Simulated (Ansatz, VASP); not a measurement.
**Two plane-wave programs on BP**

INCAR

```
PREC = Accurate
ENCUT = 500
EDIFF = 1E-6
ISMEAR = 0
SIGMA = 0.01
LREAL = False
LASPH = True
NELM = 120
ALGO = Normal
ISIF = 2
LWAVE = False
LCHARG = False
GGA = PE
NBANDS = 26
GGA_COMPAT = False
```

Contents of KPOINTS:

```
Automatic mesh
0
Gamma
  3 3 3
```

Contents of POSCAR:

```
BP
1.0
    4.5480984033      0.0000000000      0.0000000000
    0.0000000000      0.0000000000     -4.5480984033
    0.0000000000      4.5480984033      0.0000000000
B P
4 4
Direct
    0.0000000000      0.0000000000      0.0000000000
    0.0000000000      0.5000000000      0.5000000000
    0.5000000000      0.0000000000      0.5000000000
    0.5000000000      0.5000000000      0.0000000000
    0.2500000000      0.2500000000      0.2500000000
    0.2500000000      0.7500000000      0.7500000000
    0.7500000000      0.2500000000      0.7500000000
    0.7500000000      0.7500000000      0.2500000000
```

Input for Ansatz:

```yaml
crystal:
  lattice:
    - [4.548098403333, 0.0, 0.0]
    - [0.0, 0.0, -4.548098403333]
    - [0.0, 4.548098403333, 0.0]
  atoms:
    - { symbol: B, position: [0.0, 0.0, 0.0] }
    - { symbol: B, position: [0.0, 0.5, 0.5] }
    - { symbol: B, position: [0.5, 0.0, 0.5] }
    - { symbol: B, position: [0.5, 0.5, 0.0] }
    - { symbol: P, position: [0.25, 0.25, 0.25] }
    - { symbol: P, position: [0.25, 0.75, 0.75] }
    - { symbol: P, position: [0.75, 0.25, 0.75] }
    - { symbol: P, position: [0.75, 0.75, 0.25] }
basis:
  ecutwfc: 420.0
  ecutrho_ratio: 4
  xc_grid: 2
  fft_grid_basis: typed
  precision: f64
kpoints:
  mp_grid: { grid: [3, 3, 3] }
hamiltonian:
  pseudopotentials: { kind: paw, azcp: { folder: soft_1 } }
scf:
  max_iter: 60
  self_checks: high
  occupations: { method: fixed }
output:
  forces: true
checkpoint:
  write: "../host.point.run"
  compress: false
  write_wavefunctions: true
  write_every: 100000
```

Alike in both runs: task single point; functional PBE; k mesh 3 × 3 × 3; no spin polarisation.

|  | VASP | Ansatz |
| --- | --- | --- |
| version | VASP 6.6.1 | Ansatz 0.2.0 |
| potentials or method | VASP PAW PBE potentials, release 64 (B, P), cutoff 500 eV | plane-wave PAW DFT |
| occupations | gaussian, width 0.01 eV | fixed |
| valence electrons in the cell | 32 | 32 |

```tsv
	VASP	Ansatz	Ansatz less VASP
gap on the k mesh at the Fermi level (eV)	1.34	1.34	+0.004
```

The k mesh is coarse, so the values compare programs but aren't converged.
